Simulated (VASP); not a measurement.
Set up this calculation in VASP 6.6.1, as the native input.

* Task: single point
* Functional: r2SCAN
* Potentials or basis: VASP PAW PBE potentials, release 64 (Si, W_sv)
* Cutoff: 520 eV
* k mesh: 6 × 6 × 4
* Occupations: gaussian, width 0.1 eV
* Spin: no spin polarisation
* Dipole correction: no
* Further INCAR settings: ALGO = Normal; EDIFF = 1e-06; NBANDS = 43

The system is Si2W.

```xyz
9
Lattice="4.6169 0.0000 0.0000 -2.3084 3.9983 0.0000 0.0000 0.0000 6.6532" Properties=species:S:1:pos:R:3 pbc="T T T"
Si    2.3084    2.6899    3.3266
Si   -1.1753    3.3441    5.5444
Si    1.1753    3.3441    1.1089
Si    0.0000    1.3085    3.3266
Si    3.4837    0.6542    5.5444
Si    1.1332    0.6542    1.1089
W    -1.1542    1.9992    1.1089
W     1.1542    1.9992    5.5444
W     2.3084    0.0000    3.3266
```

The input as run:

POSCAR

```
Si2W
1.0
    4.6168523800      0.0000000000      0.0000000000
   -2.3084261900      3.9983114500      0.0000000000
    0.0000000000      0.0000000000      6.6532220000
Si W
6 3
Direct
    0.8363740000      0.6727480000      0.5000000000
    0.1636260000      0.8363740000      0.8333333300
    0.6727480000      0.8363740000      0.1666666700
    0.1636260000      0.3272520000      0.5000000000
    0.8363740000      0.1636260000      0.8333333300
    0.3272520000      0.1636260000      0.1666666700
    0.0000000000      0.5000000000      0.1666666700
    0.5000000000      0.5000000000      0.8333333300
    0.5000000000      0.0000000000      0.5000000000
```

INCAR.step1

```
SYSTEM = Si2W
ALGO = Normal
EDIFF = 1E-4
ENCUT = 520
GGA = PE
ISMEAR = 0
LASPH = .TRUE.
LCHARG = .FALSE.
LREAL = .FALSE.
LWAVE = .TRUE.
NBANDS = 43
NELM = 60
PREC = Accurate
SIGMA = 0.1
```

INCAR.step2

```
SYSTEM = Si2W
ALGO = Normal
EDIFF = 1E-6
ENCUT = 520
ISIF = 2
ISMEAR = 0
ISTART = 1
LASPH = .TRUE.
LCHARG = .FALSE.
LMIXTAU = .TRUE.
LREAL = .FALSE.
LWAVE = .FALSE.
METAGGA = R2SCAN
NBANDS = 43
NELM = 60
PREC = Accurate
SIGMA = 0.1
```

KPOINTS

```
k-points
0
G
  6 6 4
  0 0 0
```

Potentials or basis: VASP PAW PBE potentials, release 64 (Si, W_sv).

Command:

```console
$ cat potpaw_PBE.64/Si/POTCAR potpaw_PBE.64/W_sv/POTCAR > POTCAR
$ cp INCAR.step1 INCAR
$ mpirun -np 1 vasp_std > vasp.out
$ cp INCAR.step2 INCAR
$ mpirun -np 1 vasp_std > vasp.out
```

It gave:

```
Pressure               : -4.9 GPa
Largest force          : 0.004 eV/Å
Band gap on the k mesh : 0.13 eV (least direct gap 0.80 eV)
```

Caveat: the cell stands under tension; the PAW data sets were made with another functional, which shifts forces and pressure a little; spin-orbit coupling is left out, which moves the levels of the heavy elements.

Run time: 5.9 min on 1 thread of Intel Xeon 8259CL, on a shared host, peak memory 0.31 GiB.
